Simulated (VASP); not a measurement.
A run of VASP 6.6.1 is set up as follows.

The input INCAR:

```
PREC = Accurate
ENCUT = 520
EDIFF = 1E-6
ISMEAR = 0
SIGMA = 0.1
LREAL = F
LASPH = T
NELM = 80
ALGO = Fast
ISIF = 2
LWAVE = F
LCHARG = F
GGA = PE
NBANDS = 26
```

Contents of KPOINTS:

```
Automatic mesh
0
Gamma
  9 9 12
```

File POSCAR:

```
In
1.0
    5.4998356996      0.0000000000      0.0000000000
   -2.7499178498      4.7629974325      0.0000000000
    0.0000000000      0.0000000000      3.2049746232
In
3
Direct
    0.0000000000      0.0000000000      0.0000000000
    0.3333333333      0.6666666667      0.5000000000
    0.6666666667      0.3333333333      0.5000000000
```

Potentials or basis: VASP PAW PBE potentials, release 64 (In_d).

Launch:

```sh
$ cat potpaw_PBE.64/In_d/POTCAR > POTCAR
$ mpirun -np 1 vasp_std > vasp.out
```

(1) Estimate the band gap on the k mesh.

(2) Estimate the pressure.

Answers

(1) zero (an odd number of electrons rules out a gap without spin polarisation).

(2) 0.0 GPa.

Caveat: spin-orbit coupling is left out, which moves the levels of the heavy elements.
